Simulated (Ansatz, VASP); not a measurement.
# SnTe: VASP beside Ansatz

INCAR

```
PREC = Accurate
ENCUT = 520
EDIFF = 1E-8
ISMEAR = -1
SIGMA = 0.08
LREAL = F
LASPH = T
NELM = 80
ALGO = Normal
ISIF = 2
LWAVE = F
LCHARG = F
GGA = PS
LEFG = T
NBANDS = 17
```

File KPOINTS:

```
regular mesh
0
Gamma
  11 11 11
```

Contents of POSCAR:

```
SnTe
1.0
    0.0000000000      3.1565000000      3.2196300000
    3.1565000000      0.0000000000      3.2196300000
    3.1565000000      3.1565000000      0.0000000000
Sn Te
1 1
Direct
    0.0000000000      0.0000000000      0.0000000000
    0.5000000000      0.5000000000      0.5000000000
```

Input for Ansatz:

```yaml
crystal:
  lattice:
    - [0.0, 3.1565, 3.21963]
    - [3.1565, 0.0, 3.21963]
    - [3.1565, 3.1565, 0.0]
  atoms:
    - { symbol: Sn, position: [0.0, 0.0, 0.0] }
    - { symbol: Te, position: [0.5, 0.5, 0.5] }
kpoints:
  mp_grid: { grid: [11, 11, 11] }
scf:
  occupations: { method: fermi_dirac, width: 0.08 }
hamiltonian:
  xc: pbesol
  pseudopotentials: { kind: all_electron, datasets: crystal }
output:
  forces: true
  stress: true
  eigenvalues: true
  efg: { contact_densities: true }
```

Change from the starting cell: zz strain of +2 %, crystal datasets.

Alike in both runs: task electric field gradients; functional PBEsol; k mesh 11 × 11 × 11; occupations fermi-dirac, width 0.08 eV; no spin polarisation.

|  | VASP | Ansatz |
| --- | --- | --- |
| version | VASP 6.6.1 | Ansatz 0.2.0 |
| potentials or method | VASP PAW PBE potentials, release 64 (Sn_d, Te), cutoff 520 eV | all-electron PAW with datasets made for the crystal, scalar-relativistic |

VASP gave:

```
pressure (GPa)                                                : -1.3
traceless stress, the component that is largest in VASP (GPa) : -1.50
size of Vzz on the site where it differs most (V/Å²)          : 28.8
```

Task: Estimate Ansatz's values.

Result: Pressure (GPa): -1.3; traceless stress, the component that is largest in VASP (GPa): -1.49; size of Vzz on the site where it differs most (V/Å²): 29.8.

VASP's potentials were made for PBE, not for PBEsol. Ansatz ran all-electron here, and VASP with PAW potentials.

Neither program's run includes spin-orbit coupling.
